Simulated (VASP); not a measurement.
Input of a VASP 6.6.1 run:

The input POSCAR:

```
Ag
1.0
    2.9069803169      0.0000000000      0.0000000000
   -1.4534901585      2.5175188028      0.0000000000
    0.0000000000      0.0000000000      4.7383367924
Ag
2
Direct
    0.3333333333      0.6666666667      0.7500000000
    0.6666666667      0.3333333333      0.2500000000
```

The input INCAR.step1:

```
PREC = Accurate
ENCUT = 520
ISMEAR = 0
SIGMA = 0.05
LREAL = F
LASPH = T
NELM = 80
NBANDS = 18
GGA = PE
ALGO = Normal
EDIFF = 1E-4
LWAVE = T
LCHARG = F
```

File INCAR.step2:

```
PREC = Accurate
ENCUT = 520
EDIFF = 1E-7
ISMEAR = 0
SIGMA = 0.05
LREAL = F
LASPH = T
NELM = 80
ALGO = Normal
ISIF = 2
LWAVE = F
LCHARG = F
METAGGA = R2SCAN
LMIXTAU = T
NBANDS = 18
ISTART = 1
```

Contents of KPOINTS:

```
regular mesh
0
Gamma
  16 16 10
```

Potentials or basis: VASP PAW PBE potentials, release 64 (Ag).

The run is started by

```bash
$ cat potpaw_PBE.64/Ag/POTCAR > POTCAR
$ cp INCAR.step1 INCAR
$ mpirun -np 1 vasp_std > vasp.out
$ cp INCAR.step2 INCAR
$ mpirun -np 1 vasp_std > vasp.out
```

(1) Estimate the pressure.

(2) What does it give for the band gap on the k mesh?

## Answers

(1) 0.2 GPa.

(2) zero (bands 11 and 12 overlap by 7.45 eV).

Caveat: the PAW data sets were made with another functional, which shifts forces and pressure a little.
